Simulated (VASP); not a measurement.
Be3Se2O, 6 atoms in the cell. The structure is hexagonal, space group P6/mmm (No. 191). Conventional cell: a = 5.528 Å, b = 5.528 Å, c = 3.207 Å, α = 90.00°, β = 90.00°, γ = 120.00°. Be (site symmetry mmm) has 4 Se at 2.26 Å and 4 Be at 2.76 Å within 3.0 Å. Within 3.0 Å of Se (site symmetry -6m2) lie 6 Be at 2.26 Å. Within 4.2 Å of O (site symmetry 6/mmm) lie 6 Se at 3.19 Å and 12 Be at 3.20 Å and 2 O at 3.21 Å. The cell was built from a structure type or drawn by symmetry, and may not be a known phase.

| Quantity | Value |
| --- | --- |
| Program | VASP 6.6.1 |
| Task | single point |
| Functional | PBE |
| Potentials or basis | VASP PAW PBE potentials, release 64 (Be, Se, O) |
| Cutoff | 520 eV |
| k mesh | 6 × 6 × 6 |
| Occupations | gaussian, width 0.1 eV |
| Spin | collinear spin, ferromagnetic start |
| Starting moments | [0.0, 0.0, 0.0, 0.0, 0.0, 1.0] μB |
| Dipole correction | no |
| Further INCAR settings | ALGO = Normal; EDIFF = 1e-06; NBANDS = 25 |

Potentials or basis: VASP PAW PBE potentials, release 64 (Be, Se, O).

The run is started by

```bash
$ cat potpaw_PBE.64/Be/POTCAR potpaw_PBE.64/Se/POTCAR potpaw_PBE.64/O/POTCAR > POTCAR
$ mpirun -np 1 vasp_std > vasp.out
```

Hardware: 1 thread of Intel(R) Xeon(R) 6975P-C (Granite Rapids) (shared host).

Estimate the wall time of this run.

Run time: 92 s on 1 thread of Intel(R) Xeon(R) 6975P-C (Granite Rapids), with other jobs on the host, peak memory 0.28 GiB. Counts: scf iterations 26, k points 28.
